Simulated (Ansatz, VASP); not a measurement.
## One calculation of HPb4, two programs

```
CELL_PARAMETERS angstrom
-3.27248 3.27248 3.27248
3.27248 -3.27248 3.27248
3.27248 3.27248 -3.27248
ATOMIC_POSITIONS crystal
H 0.00000 0.00000 0.00000
Pb 0.50000 0.50000 0.50000
Pb 0.50000 0.00000 0.00000
Pb 0.00000 0.00000 0.50000
Pb 0.00000 0.50000 0.00000
```

Change from the starting cell: species swapped into the Hg4Pt type (Im-3m, No. 229).

Alike in both runs: functional PBE; k mesh 4 × 4 × 4; occupations gaussian, width 0.1 eV; no spin polarisation.

Ansatz relaxed the structure, and its values are those at the end. VASP's run is a single point on that final structure, the one shown.

```csv
,VASP,Ansatz
version,VASP 6.6.1,Ansatz 0.2.0
potentials or method,"VASP PAW PBE potentials, release 64 (H, Pb_d), cutoff 520 eV","scalar-relativistic, plane waves, PAW"
valence electrons in the cell,57,57
```

|  | VASP | Ansatz | Ansatz less VASP |
| --- | --- | --- | --- |
| gap on the k mesh at the Fermi level (eV) | none | none | - |
| pressure (GPa) | -0.3 | -0.3 | +0.06 |

A gap of «none» marks a metal or a gap that the smearing closes.

Spin-orbit coupling is off throughout.
